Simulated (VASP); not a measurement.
MgW:

```
CELL_PARAMETERS angstrom
2.99479 0.00000 0.00000
0.00000 2.99479 0.00000
0.00000 0.00000 3.62467
ATOMIC_POSITIONS crystal
Mg 0.00000 0.00000 0.00000
W 0.50000 0.50000 0.50000
```

The cell was generated, and may not be a known phase.

```yaml
Program: VASP 6.6.1
Task: relaxation of cell and atoms
Functional: PBE
Potentials_or_basis: VASP PAW PBE potentials, release 64 (Mg, W_sv)
Cutoff: 600 eV
k_mesh: 6 × 6 × 5
Occupations: gaussian, width 0.2 eV
Spin: no spin polarisation
```

At the start: pressure 5.6 GPa; volume 16.25 Å³/atom.

How do energy, volume and symmetry change on relaxing?

Over 10 steps the energy falls by 492.8 meV/atom and the volume is 17.07 Å³/atom (+5.0 %); space group P4/mmm (No. 123, to 0.1 Å) before and after.

The path:
| step | energy change (eV) | largest force (eV/Å) | pressure (GPa) | volume (Å³) |
| --- | --- | --- | --- | --- |
| 1 | 0.0000 | 0.0000 | 5.56 | 32.51 |
| 2 | -0.3363 | 0.0000 | -4.79 | 35.11 |
| 3 | -0.5664 | 0.0000 | -16.82 | 40.08 |
| 4 | -0.5736 | 0.0000 | -14.05 | 38.53 |
| 5 | -0.7140 | 0.0000 | -13.59 | 38.35 |
| 6 | -0.8255 | 0.0000 | -12.22 | 38.01 |
| 7 | -0.8420 | 0.0000 | -11.24 | 37.83 |
| 8 | -0.9191 | 0.0000 | -8.08 | 36.59 |
| 9 | -0.9824 | 0.0000 | -1.89 | 34.68 |
| 10 | -0.9856 | 0.0000 | 0.25 | 34.13 |

Final structure:
```
Mg W
1.0
     2.70668    0.00000    0.00000
     0.00000    2.70668    0.00000
     0.00000    0.00000    4.65908
Mg W
1 1
Direct
  0.00000 0.00000 0.00000
  0.50000 0.50000 0.50000
```

Caveat: a cell axis changed by over 15 % at a fixed basis, so the end point is rough.
